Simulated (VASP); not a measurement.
Here is a VASP 6.6.1 calculation.

File INCAR:

```
PREC = Accurate
ENCUT = 520
EDIFF = 1E-6
ISMEAR = -1
SIGMA = 0.02
LREAL = F
LASPH = T
NELM = 100
ALGO = Normal
ISIF = 2
LWAVE = F
LCHARG = F
GGA = PE
NBANDS = 20
```

The input KPOINTS:

```
regular mesh
0
Gamma
  10 10 10
```

File POSCAR:

```
MoS2
1.0
    1.5944652019      0.9285028672      6.1939396871
   -1.5807162629      0.9046890062      6.1939396871
   -0.0137489391     -1.8331918734      6.1939396871
Mo S
1 2
Direct
   -0.0009231340      0.0009277351     -0.0000504097
    0.4175322251      0.4164487398      0.4170179179
    0.2500575757      0.2492901918      0.2496991585
```

Potentials or basis: VASP PAW PBE potentials, release 64 (Mo_sv, S).

Run with:

```sh
$ cat potpaw_PBE.64/Mo_sv/POTCAR potpaw_PBE.64/S/POTCAR > POTCAR
$ mpirun -np 1 vasp_std > vasp.out
```

**Question.** Estimate the band gap on the k mesh.

**Answer.** 0.98 eV (least direct gap 1.89 eV).

**Question.** What does it give for the pressure?

**Answer.** 2.3 GPa.

Forces on the atoms (eV/Å):
```
Mo  -0.010  0.000  0.002
S    0.004  0.000  0.096
S    0.005  0.000 -0.098
```

Caveat: the cell differs from its parent crystal (shear xy strain +1.5%). A k mesh can miss the band edges.
